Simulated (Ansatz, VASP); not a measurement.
BN: VASP beside Ansatz

```
CELL_PARAMETERS angstrom
2.55394 0.00000 0.00000
-1.27697 2.21178 0.00000
0.00000 0.00000 4.22685
ATOMIC_POSITIONS crystal
B 0.61580 0.23161 0.99972
B 0.33333 0.66667 0.49972
N 0.66667 0.33333 0.62528
N 0.33333 0.66667 0.12528
```

Alike in both runs: task single point; functional PBE; k mesh 12 × 12 × 6; occupations gaussian, width 0.05 eV; no spin polarisation.

```csv
,VASP,Ansatz
version,VASP 6.6.1,Ansatz 0.2.0
potentials or method,"VASP PAW PBE potentials, release 64 (B, N), cutoff 520 eV","scalar-relativistic, plane waves, PAW"
valence electrons in the cell,16,16
```

```tsv
	VASP	Ansatz	Ansatz less VASP
gap on the k mesh at the Fermi level (eV)	4.21	4.23	+0.015
least direct gap on the mesh (eV)	6.56	6.56	+0.007
pressure (GPa)	9.8	9.7	-0.12
traceless stress, the component that is largest in VASP (GPa)	12.26	12.15	-0.105
rms of the force components (eV/Å)	2.877	2.872	-0.0053
```

Atom by atom the forces differ by 0.007 eV/Å (rms over components).
